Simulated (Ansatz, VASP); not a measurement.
## W in VASP and in Ansatz

```
W
1.0
     0.00000    2.99010    2.99010
     2.99010    0.00000    2.99010
     2.99010    2.99010    0.00000
W
2
Direct
  0.12500 0.12500 0.12500
  0.87500 0.87500 0.87500
```

Alike in both runs: task single point; functional PBEsol; k mesh 11 × 11 × 11; occupations fermi-dirac, width 0.1 eV; no spin polarisation.

```csv
,VASP,Ansatz
version,VASP 6.6.1,Ansatz 0.2.0
potentials or method,"VASP PAW PBE potentials, release 64 (W_sv), cutoff 520 eV","plane waves (420 eV) with PAW, scalar-relativistic"
valence electrons in the cell,28,28
```

```csv
,VASP,Ansatz,Ansatz less VASP
pressure (GPa),-11.6,-11.9,-0.27
```

VASP's potentials were made for PBE, not for PBEsol, and Ansatz warns of the same on its side.

Neither program's run includes spin-orbit coupling.
